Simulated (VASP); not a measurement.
KI: single point with PBEsol

The system is KI.

```
I K
1.0
     0.00000    2.88168    2.88168
     2.88168    0.00000    2.88168
     2.88168    2.88168    0.00000
I K
1 1
Direct
  0.50000 0.50000 0.50000
  0.00000 0.00000 0.00000
```

```
Program             : VASP 6.6.1
Task                : single point
Functional          : PBEsol
Potentials or basis : VASP PAW PBE potentials, release 64 (I, K_sv)
Cutoff              : 520 eV
k mesh              : 7 × 7 × 7
Occupations         : fermi-dirac, width 0.05 eV
Spin                : no spin polarisation
```

```
Pressure               : 30.5 GPa
Band gap on the k mesh : 2.73 eV (least direct gap 3.46 eV)
```

Levels at points of the mesh, in eV from the valence-band top:
| k point | band 5 | band 6 | band 7 | band 8 | band 9 | band 10 | band 11 | band 12 |
| --- | --- | --- | --- | --- | --- | --- | --- | --- |
| (0.00, 0.00, 0.00) | -11.88 | 0.00 | 0.00 | 0.00 | 5.19 | 5.19 | 5.19 | 5.96 |

Wall time 23 s on 1 thread of Intel Xeon 8259CL, on a shared host, peak memory 0.17 GiB.

Caveat: the cell stands under pressure; the PAW data sets were made with another functional, which shifts forces and pressure a little; spin-orbit coupling is left out, which moves the levels of the heavy elements; an odd mesh through Γ misses points on the zone boundary, where band edges can lie. Expect the measured gap to be larger: semilocal functionals such as PBEsol lack the derivative discontinuity.
